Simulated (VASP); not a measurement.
A run of VASP 6.6.1 is set up as follows.

Contents of POSCAR:

```
Hf
1.0
    0.0000000000      2.3976000000      2.2200000000
    2.3976000000      0.0000000000      2.2200000000
    2.3976000000      2.3976000000      0.0000000000
Hf
1
Direct
    0.0000000000      0.0000000000      0.0000000000
```

INCAR.step1

```
PREC     = Accurate       # precision mode
ENCUT    = 520            # plane-wave cutoff, eV
ISMEAR   = 0              # smearing method
SIGMA    = 0.15           # smearing width, eV
LREAL    = F              # projectors in reciprocal space
LASPH    = T              # aspherical terms in the spheres
NELM     = 100            # most SCF steps
NBANDS   = 11             # bands
GGA      = PE             # functional
ALGO     = Normal         # electronic algorithm
EDIFF    = 1E-4           # SCF threshold, eV
LWAVE    = T              # write WAVECAR
LCHARG   = F              # write CHGCAR
```

Contents of INCAR.step2:

```
PREC     = Accurate       # precision mode
ENCUT    = 520            # plane-wave cutoff, eV
EDIFF    = 1E-6           # SCF threshold, eV
ISMEAR   = 0              # smearing method
SIGMA    = 0.15           # smearing width, eV
LREAL    = F              # projectors in reciprocal space
LASPH    = T              # aspherical terms in the spheres
NELM     = 100            # most SCF steps
ALGO     = Normal         # electronic algorithm
ISIF     = 2              # what is computed and relaxed
LWAVE    = F              # write WAVECAR
LCHARG   = F              # write CHGCAR
METAGGA  = R2SCAN         # meta-GGA
LMIXTAU  = T            
NBANDS   = 11             # bands
ISTART   = 1
```

Contents of KPOINTS:

```
regular mesh
0
Gamma
  18 18 18
```

Potentials or basis: VASP PAW PBE potentials, release 64 (Hf_pv).

Run with:

```bash
$ cat potpaw_PBE.64/Hf_pv/POTCAR > POTCAR
$ cp INCAR.step1 INCAR
$ mpirun -np 1 vasp_std > vasp.out
$ cp INCAR.step2 INCAR
$ mpirun -np 1 vasp_std > vasp.out
```

Question: Estimate the pressure.

Answer: -11.5 GPa.

Question: Estimate the band gap on the k mesh.

Answer: Zero (band 5 reaches 5.10 eV, above the bottom of band 6 at 3.11 eV).

Stress tensor (GPa, compression positive):
```
-12.61   0.00   0.00
  0.00 -12.61   0.00
  0.00   0.00  -9.21
```

Caveat: the cell differs from its parent crystal (strain +0.080 along x and y, +0.000 along z); the PAW data sets were made with another functional, which shifts forces and pressure a little; spin-orbit coupling is left out, which moves the levels of the heavy elements.
